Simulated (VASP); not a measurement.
Set up this calculation in VASP 6.6.1, as the native input.

```
Task                   : single point
Functional             : PBE
Potentials or basis    : VASP PAW PBE potentials, release 64 (Ag, I)
Cutoff                 : 500 eV
k mesh                 : 8 × 8 × 8
Occupations            : fermi-dirac, width 0.02 eV
Spin                   : no spin polarisation
Dipole correction      : no
Further INCAR settings : ALGO = Normal; EDIFF = 1e-06; NBANDS = 16
```

The structure of AgI lies in POSCAR:

```
AgI
1.0
   -2.3243249452      2.3243249452      3.2907520921
    2.3243249452     -2.3243249452      3.2907520921
    2.3243249452      2.3243249452     -3.2907520921
Ag I
1 1
Direct
    0.2500000000      0.7500000000      0.5000000000
    0.0000000000      0.0000000000      0.0000000000
```

One way to write it, as run:

INCAR

```
PREC = Accurate ; ENCUT = 500
EDIFF = 1E-6 ; ISMEAR = -1
SIGMA = 0.02 ; LREAL = F
LASPH = T ; NELM = 120
ALGO = Normal ; ISIF = 2
LWAVE = F ; LCHARG = F
GGA = PE ; NBANDS = 16
GGA_COMPAT = F
```

KPOINTS

```
regular mesh
0
Gamma
  8 8 8
```

Potentials or basis: VASP PAW PBE potentials, release 64 (Ag, I).

The run is started by

```sh
$ cat potpaw_PBE.64/Ag/POTCAR potpaw_PBE.64/I/POTCAR > POTCAR
$ mpirun -np 1 vasp_std > vasp.out
```

Results of the run:

| Property | Result |
| --- | --- |
| Pressure | 0.6 GPa |
| Band gap on the k mesh | 1.34 eV |

Caveat: spin-orbit coupling is left out, which moves the levels of the heavy elements.

Wall time 42 s on 1 thread of Intel(R) Xeon(R) Platinum 8488C (Sapphire Rapids), with other jobs on the host, peak memory 0.24 GiB.
